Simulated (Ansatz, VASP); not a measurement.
**One calculation of Pt, two programs**

```xyz
4
Lattice="2.7648 0.0000 0.0000 -1.3824 2.3944 0.0000 0.0000 0.0000 9.2808" Properties=species:S:1:pos:R:3 pbc="T T T"
Pt    1.3824    2.3944    0.0000
Pt    1.3824    2.3944    4.6404
Pt    0.0000    1.5962    2.3202
Pt    1.3824    0.7981    6.9606
```

Alike in both runs: functional r2SCAN; k mesh 13 × 13 × 4; occupations fermi-dirac, width 0.1 eV; no spin polarisation.

Ansatz relaxed the structure, and its values are those at the end. VASP's run is a single point on that final structure, the one shown.

|  | VASP | Ansatz |
| --- | --- | --- |
| version | VASP 6.6.1 | Ansatz 0.2.0 |
| potentials or method | VASP PAW PBE potentials, release 64 (Pt), cutoff 550 eV | plane waves (500 eV) with PAW, scalar-relativistic |
| valence electrons in the cell | 40 | 72 |

```csv
,VASP,Ansatz,Ansatz less VASP
pressure (GPa),0.7,0.0,-0.69
```

VASP's potentials were made for PBE, not for r2SCAN. The functional is the same, so the differences come from potentials, cutoffs and numerics. VASP's potentials hold 40 valence electrons a cell and Ansatz's 72, so a difference there can come from the potentials and not from the codes.

Spin-orbit coupling is off throughout.
